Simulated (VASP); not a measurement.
SnSe:

```
Sn Se
1.0
     0.00000    3.00211    3.00211
     3.00211    0.00000    3.00211
     3.00211    3.00211    0.00000
Sn Se
1 1
Direct
  0.00000 0.00000 0.00000
  0.50000 0.50000 0.50000
```

Base run:

- Program: VASP 6.6.1
- Functional: PBE
- Potentials or basis: VASP PAW PBE potentials, release 64 (Sn_d, Se)
- Cutoff: 520 eV
- k mesh: 8 × 8 × 8
- Occupations: fermi-dirac, width 0.02 eV
- Spin: no spin polarisation

Its results: band gap on the k mesh 0.62 eV, direct; pressure 1.3 GPa.

Task: The run is repeated on the same cell with these changes: functional from PBE to r2SCAN; further incar settings from ALGO = Normal; EDIFF = 1e-06; NBANDS = 17 to ALGO = Normal; EDIFF = 1e-07; NBANDS = 17. What comes out?

Result: Band gap on the k mesh 0.49 eV, direct; pressure 0.3 GPa.

Caveats: spin-orbit coupling is left out, which moves the levels of the heavy elements; the PAW data sets were made with another functional, which shifts forces and pressure a little (some runs).

A k mesh can miss the band edges.
